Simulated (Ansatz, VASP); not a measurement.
## Two plane-wave programs on TiSi2

```
Ti Si
1.0
    -1.47287    1.71213    4.21208
     1.47287   -1.71213    4.21208
     1.47287    1.71213   -4.21208
Ti Si
1 2
Direct
  0.00000 0.00000 0.00000
  0.32992 0.32992 0.00000
  0.67008 0.67008 0.00000
```

Alike in both runs: task single point; functional PBE; k mesh 6 × 6 × 6; occupations gaussian, width 0.1 eV; no spin polarisation.

```csv
,VASP,Ansatz
version,VASP 6.6.1,Ansatz 0.2.0
potentials or method,"VASP PAW PBE potentials, release 64 (Ti_sv, Si), cutoff 520 eV","scalar-relativistic, plane waves, PAW"
valence electrons in the cell,20,20
```

|  | VASP | Ansatz | Ansatz less VASP |
| --- | --- | --- | --- |
| gap on the k mesh at the Fermi level (eV) | none | none | - |
| pressure (GPa) | 0.4 | 0.4 | +0.04 |
| traceless stress, the component that is largest in VASP (GPa) | 2.72 | 2.72 | +0.001 |
| rms of the force components (eV/Å) | 0.081 | 0.081 | -0.0003 |

Atom by atom the forces differ by 0.000 eV/Å (rms over components). A gap of «none» marks a metal or a gap that the smearing closes. With one functional, cell and mesh, what is left measures potentials, basis and numerics.

The k mesh is coarse, so the values compare programs but aren't converged.
